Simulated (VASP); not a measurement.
# Rh (Fm-3m) in VASP: a series of runs

Runs on Rh. Level: PBEsol. Tasks: single point.

All numbers are computed with VASP 6.6.1; they aren't measurements. Logs are shortened: lines on timing, memory, paths and dates and some standing lists are left out, and cuts for length are marked.

## 1. The cell of the first run

It takes space group Fm-3m (No. 225, cubic). Conventional cell: a = 3.780 Å, b = 3.780 Å, c = 3.780 Å, α = 90.00°, β = 90.00°, γ = 90.00°. Rh (site symmetry m-3m) has 12 Rh at 2.67 Å within 3.5 Å.

## 2. Single point, PBEsol

INCAR

```
PREC = Accurate
ENCUT = 520
EDIFF = 1E-6
ISMEAR = 0
SIGMA = 0.1
LREAL = F
LASPH = T
NELM = 80
ALGO = Normal
ISIF = 2
LWAVE = F
LCHARG = T
GGA = PS
LELF = T
LVHAR = T
NBANDS = 14
```

KPOINTS

```
Automatic mesh
0
Gamma
  18 18 18
```

POSCAR

```
Rh
1.0
    0.0000000000      1.8899900483      1.8899900483
    1.8899900483      0.0000000000      1.8899900483
    1.8899900483      1.8899900483      0.0000000000
Rh
1
Direct
    0.0000000000      0.0000000000      0.0000000000
```

Potentials or basis: VASP PAW PBE potentials, release 64 (Rh_pv).

Started as:

```bash
$ cat potpaw_PBE.64/Rh_pv/POTCAR > POTCAR
$ mpirun -np 1 vasp_std > vasp.out
```

OUTCAR:

```text
PREC = Accurate
   ENCUT = 520
   EDIFF = 1E-6
   ISMEAR = 0
   LREAL = F
   LASPH = T
   NELM = 80
   ISIF = 2
   GGA = PS

 ion  position               nearest neighbor table
   1  0.000  0.000  0.000-

  LATTYP: Found a face centered cubic cell.
 ALAT       =     3.7799800966

  Lattice vectors:

 A1 = (   0.0000000000,   1.8899900483,   1.8899900483)
 A2 = (   1.8899900483,   0.0000000000,   1.8899900483)
 A3 = (   1.8899900483,   1.8899900483,   0.0000000000)

Analysis of symmetry for initial positions (statically):
=====================================================================
 Subroutine PRICEL returns:
 Original cell was already a primitive cell.

 Routine SETGRP: Setting up the symmetry group for a
 face centered cubic supercell.

 Subroutine GETGRP returns: Found 48 space group operations
 (whereof 48 operations were pure point group operations)
 out of a pool of 48 trial point group operations.

The static configuration has the point symmetry O_h .

Analysis of symmetry for dynamics (positions and initial velocities):
=====================================================================
 Subroutine PRICEL returns:
 Original cell was already a primitive cell.

 Routine SETGRP: Setting up the symmetry group for a
 face centered cubic supercell.

 Subroutine GETGRP returns: Found 48 space group operations
 (whereof 48 operations were pure point group operations)
 out of a pool of 48 trial point group operations.

The dynamic configuration has the point symmetry O_h .

 Subroutine INISYM returns: Found 48 space group operations
 (whereof 48 operations are pure point group operations),
 and found     1 'primitive' translations

----------------------------------------------------------------------------------------

                                     Primitive cell

  volume of cell :      13.5023

  direct lattice vectors                    reciprocal lattice vectors
     0.000000000  1.889990048  1.889990048    -0.264551658  0.264551658  0.264551658
     1.889990048  0.000000000  1.889990048     0.264551658 -0.264551658  0.264551658
     1.889990048  1.889990048  0.000000000     0.264551658  0.264551658 -0.264551658

  length of vectors
     2.672849559  2.672849559  2.672849559     0.458216912  0.458216912  0.458216912

  position of ions in fractional coordinates (direct lattice)
     0.000000000  0.000000000  0.000000000

  ion indices of the primitive-cell ions
   primitive index   ion index
                 1           1

----------------------------------------------------------------------------------------

 KPOINTS: Automatic mesh

Automatic generation of k-mesh.
 Grid dimensions read from file:
 generate k-points for:   18   18   18

 Generating k-lattice:

  Cartesian coordinates                     Fractional coordinates (reciprocal lattice)
    -0.014697314  0.014697314  0.014697314     0.055555556  0.000000000  0.000000000
     0.014697314 -0.014697314  0.014697314     0.000000000  0.055555556  0.000000000
     0.014697314  0.014697314 -0.014697314     0.000000000  0.000000000  0.055555556

  Length of vectors
     0.025456495  0.025456495  0.025456495

  Shift w.r.t. Gamma in fractional coordinates (k-lattice)
     0.000000000  0.000000000  0.000000000

 Subroutine IBZKPT returns following result:
 ===========================================

 Found    195 irreducible k-points:

 Following reciprocal coordinates:
            Coordinates               Weight
  0.000000  0.000000  0.000000      1.000000
  0.055556  0.000000  0.000000      8.000000
  0.111111  0.000000  0.000000      8.000000
  0.166667  0.000000  0.000000      8.000000
  0.222222  0.000000  0.000000      8.000000
  0.277778  0.000000  0.000000      8.000000
[... 16 lines left out ...]
 -0.277778  0.055556  0.000000     24.000000
 -0.222222  0.055556  0.000000     24.000000
 [... further k-points ...]
   k-points           NKPTS =    195   k-points in BZ     NKDIM =    195   number of bands    NBANDS=     14
   number of dos      NEDOS =    301   number of ions     NIONS =      1
   total plane-waves  NPLWV =   8000
   dimension x,y,z NGX =    20 NGY =   20 NGZ =   20
   dimension x,y,z NGXF=    40 NGYF=   40 NGZF=   40
   ions per type =               1
   NGX,Y,Z   is equivalent  to a cutoff of  12.44, 12.44, 12.44 a.u.
   NGXF,Y,Z  is equivalent  to a cutoff of  24.88, 24.88, 24.88 a.u.
 SYSTEM =  unknown system
   PREC   = accura    normal or accurate (medium, high low for compatibility)
   ISTART =      0    job   : 0-new  1-cont  2-samecut
   ICHARG =      2    charge: 1-file 2-atom 10-const
   ISPIN  =      1    spin polarized calculation?
   LNONCOLLINEAR =      F non collinear calculations
   LSORBIT =      F    spin-orbit coupling
   LASPH  =      T    aspherical Exc in radial PAW
   ENCUT  =  520.0 eV  38.22 Ry    6.18 a.u.   4.97  4.97  4.97*2*pi/ulx,y,z
   NELM   =     80;   NELMIN=  2; NELMDL= -5     # of ELM steps
   EDIFF  = 0.1E-05   stopping-criterion for ELM
   LREAL  =      F    real-space projection
   EDIFFG = 0.1E-04   stopping-criterion for IOM
   NSW    =      0    number of steps for IOM
   IBRION =     -1    ionic relax: 0-MD 1-quasi-New 2-CG
   NFREE  =      0    steps in history (QN), initial steepest desc. (CG)
   ISIF   =      2    stress and relaxation
   ISYM   =      2    0-nonsym 1-usesym 2-fastsym
   POTIM  = 0.5000    time-step for ionic-motion
   TEBEG  =    0.0;   TEEND  =   0.0 temperature during run
   PSTRESS=    0.0 pullay stress
   NELECT =      15.0000    total number of electrons
   NUPDOWN=      -1.0000    fix difference up-down
   EMIN   =  10.00;   EMAX   =-10.00  energy-range for DOS
   EFERMI =   0.00;   METHOD = LEGACY
   ISMEAR =     0;   SIGMA  =   0.10  broadening in eV -4-tet -1-fermi 0-gaus
   EFERMI_NEDOS =   21; number of points for ismear=-14 and -15
   IALGO  =     38    algorithm
   IMIX   =      4    mixing-type and parameters
     AMIX     =   0.40;   BMIX     =  1.00
     AMIX_MAG =   1.60;   BMIX_MAG =  1.00
  volume/ion in A,a.u.               =      13.50        91.12
  Fermi-wavevector in a.u.,A,eV,Ry     =   1.695518  3.204064 39.113773  2.874781
  Thomas-Fermi vector in A             =   2.776547
   LORBIT       =      0    0 simple, 1 ext, 2 COOP (PROOUT), +10 PAW based schemes
   GGA     = PS    functional components
   LHFCALC =     F    Hartree Fock is set to
   AEXX    =    0.0000 exact exchange contribution
   IVDW    =     0    specifies the selected vdW correction
   LEPSILON=     F    determine dielectric tensor
   LRPA    =     F    only Hartree local field effects (RPA)
 non-spin polarized calculation
 Gauss-broadening in eV      SIGMA  =   0.10
  energy-cutoff  :      520.00
  volume of cell :       13.50
 maximum number of plane-waves:       375
   NGX =  9   NGY =  9   NGZ =  9

 number of electron      15.0000006 magnetization

 Free energy of the ion-electron system (eV)
  ---------------------------------------------------
  ext. energy  EPLUGINS =         0.00000000
  ---------------------------------------------------
  free energy    TOTEN  =        -8.14121099 eV

  energy without entropy =       -8.13462162  energy(sigma->0) =       -8.13791630

 E-fermi :  12.0973     XC(G=0): -14.3357

 val. band max:       12.0905816014   @ k =   0.5000   0.2222   0.1111
 cond. band min:      12.1001764060   @ k =   0.5000   0.3889   0.0556
 fundamental gap:      0.0095948046
 Fermi energy:        12.0973028204

 k-point     1 :       0.0000    0.0000    0.0000
  band No.  band energies     occupation
      1     -34.2807      2.00000
      2     -34.2807      2.00000
      3     -34.2807      2.00000
      4       3.9012      2.00000
      5       8.9037      2.00000
      6       8.9037      2.00000
      7       8.9037      2.00000
      8      11.0764      2.00000
      9      11.0764      2.00000
     10      28.0097      0.00000
     11      32.3940      0.00000
     12      33.5633      0.00000
     13      33.5633      0.00000
     14      33.5633      0.00000

 k-point     2 :       0.0556    0.0000    0.0000
  band No.  band energies     occupation
      1     -34.3052      2.00000
      2     -34.2840      2.00000
      3     -34.2840      2.00000
      4       4.0283      2.00000
      5       8.8458      2.00000
      6       8.9540      2.00000
      7       8.9540      2.00000
      8      11.0475      2.00000
      9      11.0475      2.00000
     10      28.1985      0.00000
     11      32.3910      0.00000
     12      32.8635      0.00000
     13      33.7518      0.00000
     14      33.7518      0.00000

 k-point     3 :       0.1111    0.0000    0.0000
  band No.  band energies     occupation
      1     -34.3755      2.00000
      2     -34.2934      2.00000
      3     -34.2934      2.00000
      4       4.3928      2.00000
      5       8.7010      2.00000
      6       9.0858      2.00000
      7       9.0858      2.00000
      8      10.9847      2.00000
      9      10.9847      2.00000
     10      28.7054      0.00000
     11      31.3978      0.00000
     12      32.3982      0.00000
     13      34.2992      0.00000
     14      34.2992      0.00000
[... 324 lines left out ...]
 k-point    23 :      -0.2778    0.0556    0.0000
  band No.  band energies     occupation
      1     -34.7905      2.00000
      2     -34.3771      2.00000
      3     -34.3428      2.00000
      4       6.0220      2.00000
      5       9.0367      2.00000
      6       9.2570      2.00000
      7       9.2588      2.00000
      8      11.2518      2.00000
      9      12.0362      1.61244
     10      25.8895      0.00000
     11      29.3560      0.00000
     12      32.3955      0.00000
     13      34.9053      0.00000
     14      37.3052      0.00000

 k-point    24 :      -0.2222    0.0556    0.0000
  band No.  band energies     occupation
      1     -34.6597      2.00000
      2     -34.3578      2.00000
      3     -34.3237      2.00000
      4       5.7626      2.00000
      5       8.5431      2.00000
      6       9.3086      2.00000
      7       9.3635      2.00000
      8      10.8688      2.00000
      9      11.5741      2.00000
     10      27.6219      0.00000
     11      29.8119      0.00000
     12      32.3953      0.00000
     13      35.1444      0.00000
     14      36.9737      0.00000

 [... further k-points ...]
[... 5 lines left out ...]
  --------------------------------------------------------------------------------------
  -------------------------------------------------------------------------------------
  Total       -0.0078035     -0.0078035     -0.0078035     -0.0000000     -0.0000000      0.0000000
  in kB       -0.9259620     -0.9259620     -0.9259620     -0.0000000     -0.0000000      0.0000000
  external PRESSURE =      -0.9259620 kB  Pullay stress =       0.0000000 kB

 VOLUME and BASIS-vectors are now :
 -----------------------------------------------------------------------------
  energy-cutoff  :      520.00
  volume of cell :       13.50
      direct lattice vectors                 reciprocal lattice vectors
     0.000000000  1.889990048  1.889990048    -0.264551658  0.264551658  0.264551658
     1.889990048  0.000000000  1.889990048     0.264551658 -0.264551658  0.264551658
     1.889990048  1.889990048  0.000000000     0.264551658  0.264551658 -0.264551658

 POSITION                                       TOTAL-FORCE (eV/Angst)
 -----------------------------------------------------------------------------------
      0.00000      0.00000      0.00000         0.000000     -0.000000      0.000000
 -----------------------------------------------------------------------------------
    total drift:                                0.000000     -0.000000      0.000000

  FREE ENERGIE OF THE ION-ELECTRON SYSTEM (eV)
  ---------------------------------------------------
  free  energy   TOTEN  =        -8.1412109881 eV

  energy  without entropy=       -8.1346216199  energy(sigma->0) =       -8.13791630
```

Run time: 23 s. Hardware: 1 thread of Intel Xeon 6975P-C, shared host; peak memory 0.15 GiB.

Results:

- Free energy: -8.1412 eV
- Pressure: -0.1 GPa

Caveat: the PAW data sets were made with another functional, which shifts forces and pressure a little.

## 3. Single point, PBEsol (volume scaled by 1.03)

INCAR

```
SYSTEM = Rh
PREC = Accurate ; ENCUT = 520
EDIFF = 1E-6 ; ISMEAR = 0
SIGMA = 0.1 ; LREAL = .False.
LASPH = .True. ; NELM = 100
ALGO = Normal ; ISIF = 2
LWAVE = .False. ; LCHARG = .False.
GGA = PS ; NBANDS = 14
```

KPOINTS

```
Automatic mesh
0
Gamma
  18 18 18
  0 0 0
```

POSCAR

```
Rh
1.0
    0.0000000000      1.9087040382      1.9087040382
    1.9087040382      0.0000000000      1.9087040382
    1.9087040382      1.9087040382      0.0000000000
Rh
1
Direct
    0.0000000000      0.0000000000      0.0000000000
```

Potentials or basis: VASP PAW PBE potentials, release 64 (Rh_pv).

Started as:

```bash
$ cat potpaw_PBE.64/Rh_pv/POTCAR > POTCAR
$ mpirun -np 1 vasp_std > vasp.out
```

Run time: 18 s. Hardware: 1 thread of Intel Xeon 6975P-C, shared host; peak memory 0.15 GiB.

It converged, with:

```
Free energy : -8.1308 eV
Pressure    : -8.2 GPa
```

Levels at points of the mesh, in eV from the Fermi level:
| k point | band 4 | band 5 | band 6 | band 7 | band 8 | band 9 | band 10 | band 11 |
| --- | --- | --- | --- | --- | --- | --- | --- | --- |
| (0.00, 0.00, 0.00) | -7.97 | -3.05 | -3.05 | -3.05 | -0.98 | -0.98 | 15.94 | 20.38 |
| (0.50, 0.00, 0.00) | -6.08 | -3.12 | -3.12 | 0.56 | 0.56 | 0.66 | 8.46 | 15.44 |
| (0.50, 0.50, 0.00) | -6.25 | -5.88 | 0.54 | 0.96 | 0.96 | 3.16 | 12.07 | 13.16 |

Caveat: the PAW data sets were made with another functional, which shifts forces and pressure a little.

## 4. Single point, PBEsol (volume scaled by 1.06)

INCAR

```
SYSTEM = Rh
ALGO = Fast ; EDIFF = 1E-6
ENCUT = 520 ; GGA = PS
ISIF = 2 ; ISMEAR = 0
LASPH = .True. ; LCHARG = .False.
LREAL = .False. ; LWAVE = .False.
NBANDS = 14 ; NELM = 100
PREC = Accurate ; SIGMA = 0.1
```

KPOINTS

```
k-points
0
Gamma
  18 18 18
  0 0 0
```

POSCAR

```
Rh
1.0
    0.0000000000      1.9270580875      1.9270580875
    1.9270580875      0.0000000000      1.9270580875
    1.9270580875      1.9270580875      0.0000000000
Rh
1
Direct
    0.0000000000      0.0000000000      0.0000000000
```

Started as:

```bash
$ cat potpaw_PBE.64/Rh_pv/POTCAR > POTCAR
$ mpirun -np 1 vasp_std > vasp.out
```

Run time: 20 s. Hardware: 1 thread of Intel Xeon 6975P-C, shared host; peak memory 0.15 GiB.

It converged, with:

* Free energy: -8.1016 eV
* Pressure: -14.9 GPa

Levels at points of the mesh, in eV from the Fermi level:
```
           k point  band 3  band 4  band 5  band 6  band 7  band 8  band 9  band 10  band 11  band 12
(0.00, 0.00, 0.00)  -46.28   -7.76   -2.92   -2.92   -2.92   -0.93   -0.93    15.95    20.47    21.18
(0.50, 0.00, 0.00)  -46.37   -5.84   -2.98   -2.98    0.53    0.53    0.70     8.18    15.44    20.47
(0.50, 0.50, 0.00)  -46.51   -5.98   -5.63    0.51    0.91    0.91    3.13    11.72    12.99    12.99
```

Caveat: the PAW data sets were made with another functional, which shifts forces and pressure a little.

(Continued in part 2 of 2.)
